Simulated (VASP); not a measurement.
A run of VASP 6.6.1 is set up as follows.

INCAR

```
SYSTEM = BaTe
ALGO = Normal ; EDIFF = 1E-6
ENCUT = 520 ; GGA = PE
ISIF = 2 ; ISMEAR = 0
LASPH = .True. ; LCHARG = .False.
LREAL = .False. ; LWAVE = .False.
NBANDS = 15 ; NELM = 60
PREC = Accurate ; SIGMA = 0.01
```

The input KPOINTS:

```
k-points
0
Gamma
  4 4 4
  0 0 0
```

Contents of POSCAR:

```
BaTe
1.0
    0.0000000000      3.5323868426      3.5323868426
    3.5323868426      0.0000000000      3.5323868426
    3.5323868426      3.5323868426      0.0000000000
Ba Te
1 1
Direct
    0.0000000000      0.0000000000      0.0000000000
    0.5000000000      0.5000000000      0.5000000000
```

Potentials or basis: VASP PAW PBE potentials, release 64 (Ba_sv, Te).

The run is started by

```bash
$ cat potpaw_PBE.64/Ba_sv/POTCAR potpaw_PBE.64/Te/POTCAR > POTCAR
$ mpirun -np 1 vasp_std > vasp.out
```

(1) What does it give for the band gap on the k mesh?

(2) Estimate the pressure.

Results:

(1) 1.57 eV (least direct gap 1.96 eV).

(2) 0.4 GPa.

Caveat: spin-orbit coupling is left out, which moves the levels of the heavy elements.
